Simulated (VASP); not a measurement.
SrCd, 2 atoms in the cell. It takes space group Pm-3m (No. 221, cubic). Conventional cell: a = 4.101 Å, b = 4.101 Å, c = 4.101 Å, α = 90.00°, β = 90.00°, γ = 90.00°. Sr (site symmetry m-3m) has 8 Cd at 3.55 Å and 6 Sr at 4.10 Å within 4.7 Å. Within 4.7 Å of Cd (site symmetry m-3m) lie 8 Sr at 3.55 Å and 6 Cd at 4.10 Å. 

* Program: VASP 6.6.1
* Task: single point
* Functional: PBEsol
* Potentials or basis: VASP PAW PBE potentials, release 64 (Sr_sv, Cd)
* Cutoff: 520 eV
* k mesh: 7 × 7 × 7
* Occupations: methfessel-paxton, width 0.1 eV
* Spin: no spin polarisation
* Dipole correction: no
* Further INCAR settings: ALGO = Normal; EDIFF = 1e-06; NBANDS = 18

Potentials or basis: VASP PAW PBE potentials, release 64 (Sr_sv, Cd).

The run is started by

```console
$ cat potpaw_PBE.64/Sr_sv/POTCAR potpaw_PBE.64/Cd/POTCAR > POTCAR
$ mpirun -np 1 vasp_std > vasp.out
```

Hardware: 1 thread of AMD EPYC 7R13, on a shared host.

Estimate the wall time of this run.

Run time: 34 s on 1 thread of AMD EPYC 7R13, with other jobs on the host, peak memory 0.15 GiB. Counts: scf iterations 12, k points 20.
